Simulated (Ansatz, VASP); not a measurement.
# One calculation of Sc, two programs

```
CELL_PARAMETERS angstrom
3.23092 0.00000 0.00000
-1.61546 2.79806 0.00000
0.00000 0.00000 4.98385
ATOMIC_POSITIONS crystal
Sc 0.33333 0.66667 0.25000
Sc 0.66667 0.33333 0.75000
```

Alike in both runs: functional LDA; k mesh 21 × 21 × 12; occupations gaussian, width 0.1 eV; no spin polarisation.

Ansatz relaxed the structure, and its values are those at the end. VASP's run is a single point on that final structure, the one shown.

```csv
,VASP,Ansatz
version,VASP 6.6.1,Ansatz 0.2.0
potentials or method,"VASP PAW LDA potentials, release 64 (Sc_sv), cutoff 520 eV","scalar-relativistic, plane waves, PAW"
valence electrons in the cell,22,22
```

VASP gave:

- gap on the k mesh at the Fermi level (eV): none
- pressure (GPa): 0.1

Problem. Which values does Ansatz return?

Solution. gap on the k mesh at the Fermi level (eV): none; pressure (GPa): 0.0.

Ansatz warns that its potentials were made for another functional, while VASP's fit it. LDA's correlation is that of Perdew and Zunger in VASP and of Perdew and Wang (1992) in Ansatz. A gap of «none» marks a metal or a gap that the smearing closes.
